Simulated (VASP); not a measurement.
Set up this calculation in VASP 6.6.1, as the native input.

* Task: single point
* Functional: PBE
* Potentials or basis: VASP PAW PBE potentials, release 64 (Cd, Se)
* Cutoff: 520 eV
* k mesh: 4 × 4 × 4
* Occupations: gaussian, width 0.2 eV
* Spin: no spin polarisation
* Dipole correction: no
* Further INCAR settings: ALGO = Normal; EDIFF = 1e-07; NBANDS = 26

The structure of CdSe4 lies in POSCAR:

```
CdSe4
1.0
   -4.0394564323      4.0394564323      2.3436536048
    4.0394564323     -4.0394564323      2.3436536048
    4.0394564323      4.0394564323     -2.3436536048
Cd Se
1 4
Direct
    0.0000000000      0.0000000000      0.0000000000
    0.7265444127      0.1985085714      0.9250529841
    0.2734555873      0.8014914286      0.0749470159
    0.1985085714      0.2734555873      0.4719641587
    0.8014914286      0.7265444127      0.5280358413
```

The cell was generated, and may not be a known phase.

These files were run (other wordings do the same):

INCAR

```
SYSTEM = CdSe4
  PREC = Accurate
  ENCUT = 520
  EDIFF = 1E-7
  ISMEAR = 0
  SIGMA = 0.2
  LREAL = .FALSE.
  LASPH = .TRUE.
  NELM = 100
  ALGO = Normal
  ISIF = 2
  LWAVE = .FALSE.
  LCHARG = .TRUE.
  GGA = PE
  LELF = .TRUE.
  LVHAR = .TRUE.
  NBANDS = 26
```

KPOINTS

```
Automatic mesh
0
G
  4 4 4
  0 0 0
```

Potentials or basis: VASP PAW PBE potentials, release 64 (Cd, Se).

Command:

```bash
$ cat potpaw_PBE.64/Cd/POTCAR potpaw_PBE.64/Se/POTCAR > POTCAR
$ mpirun -np 1 vasp_std > vasp.out
```

It gave:

The pressure is 0.3 GPa, the largest force is 0.019 eV/Å and the band gap on the k mesh is zero (bands 18 and 19 overlap by 2.21 eV).

Caveat: the k points lie up to 0.39 Å⁻¹ apart, too coarse for converged energies and pressures of a metal.

It took 49 s on 1 thread of AMD EPYC 9R45 96-Core Processor (Zen 5) (shared host), peak memory 0.3 GiB.
